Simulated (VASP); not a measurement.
Cu12HF: single point with PBE+D3(BJ)

Slab: Cu12HF, a slab with vacuum.

```
Cu F H
1.0
     5.10531    0.00000    0.00000
     2.55266    4.42133    0.00000
     0.00000    0.00000   17.16847
Cu F H
12 1 1
Direct
  0.16667 0.16667 0.05825
  0.66667 0.16667 0.05825
  0.16667 0.66667 0.05825
  0.66667 0.66667 0.05825
  0.83354 0.33320 0.17708
  0.33304 0.33305 0.17728
  0.83322 0.83345 0.17732
  0.33298 0.83398 0.17729
  0.99951 0.00013 0.29627
  0.50038 0.99977 0.29674
  0.99949 0.50051 0.29615
  0.49950 0.50034 0.29565
  0.97560 0.26189 0.46163
  0.81297 0.34611 0.42598
```

```yaml
Program: VASP 6.6.1
Task: single point
Functional: PBE
Dispersion: D3(BJ)
Potentials_or_basis: VASP PAW PBE potentials, release 64 (Cu, F, H)
Cutoff: 520 eV
k_mesh: 4 × 4 × 1
Occupations: fermi-dirac, width 0.15 eV
Spin: no spin polarisation
```

| Quantity | Value |
| --- | --- |
| Largest force | 0.295 eV/Å |
| Band gap on the k mesh | zero (band 70 reaches -0.33 eV, above the bottom of band 71 at -0.39 eV) |
| Dispersion energy per atom | -0.342 eV |

Forces in eV/Å, atoms in the order of the input:
```
Cu  -0.001  0.001 -0.038
Cu   0.000  0.005 -0.009
Cu   0.003 -0.002 -0.013
Cu  -0.004 -0.002 -0.008
Cu   0.000  0.001 -0.001
Cu   0.000  0.001 -0.001
Cu   0.001 -0.001  0.000
Cu  -0.001 -0.001  0.000
Cu  -0.002 -0.001  0.013
Cu   0.002  0.002  0.020
Cu   0.002  0.001  0.018
Cu   0.000 -0.003  0.021
F    0.194 -0.118  0.189
H   -0.194  0.117 -0.189
```

Levels at points of the mesh, in eV from the Fermi level:
```csv
k point,band 68,band 69,band 70,band 71,band 72,band 73
"(0.00, 0.00, 0.00)",-0.04,0.02,0.02,0.04,1.13,1.15
"(0.50, 0.00, 0.00)",-1.51,-0.02,-0.02,0.31,0.43,1.14
"(0.50, 0.50, 0.00)",-1.51,-0.02,-0.02,0.32,0.41,1.14
"(0.00, 0.50, 0.00)",-1.51,-0.03,-0.02,0.32,0.41,1.14
```

Wall time 16 min on 1 thread of Oxide Virtual Turin-like Processor (shared host), peak memory 0.6 GiB.

With open d or f shells a metallic result of PBE can be an artefact of self-interaction; +U or a hybrid may open a gap.
